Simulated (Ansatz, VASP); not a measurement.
# Two plane-wave programs on Zr

```xyz
2
Lattice="3.2450 0.0000 0.0000 -1.6225 2.8103 0.0000 0.0000 0.0000 5.1562" Properties=species:S:1:pos:R:3 pbc="T T T"
Zr    0.0000    1.8735    1.2890
Zr    1.6225    0.9368    3.8671
```

Alike in both runs: functional r2SCAN; k mesh 12 × 12 × 8; occupations gaussian, width 0.1 eV; no spin polarisation.

Ansatz relaxed the structure, and its values are those at the end. VASP's run is a single point on that final structure, the one shown.

|  | VASP | Ansatz |
| --- | --- | --- |
| version | VASP 6.6.1 | Ansatz 0.2.0 |
| potentials or method | VASP PAW PBE potentials, release 64 (Zr_sv), cutoff 520 eV | scalar-relativistic, plane waves, PAW |
| valence electrons in the cell | 24 | 24 |

|  | VASP | Ansatz | Ansatz less VASP |
| --- | --- | --- | --- |
| gap on the k mesh at the Fermi level (eV) | none | none | - |
| pressure (GPa) | 0.0 | 0.0 | 0.00 |

VASP's potentials were made for PBE, not for r2SCAN. A gap of «none» marks a metal or a gap that the smearing closes. With one functional, cell and mesh, what is left measures potentials, basis and numerics.
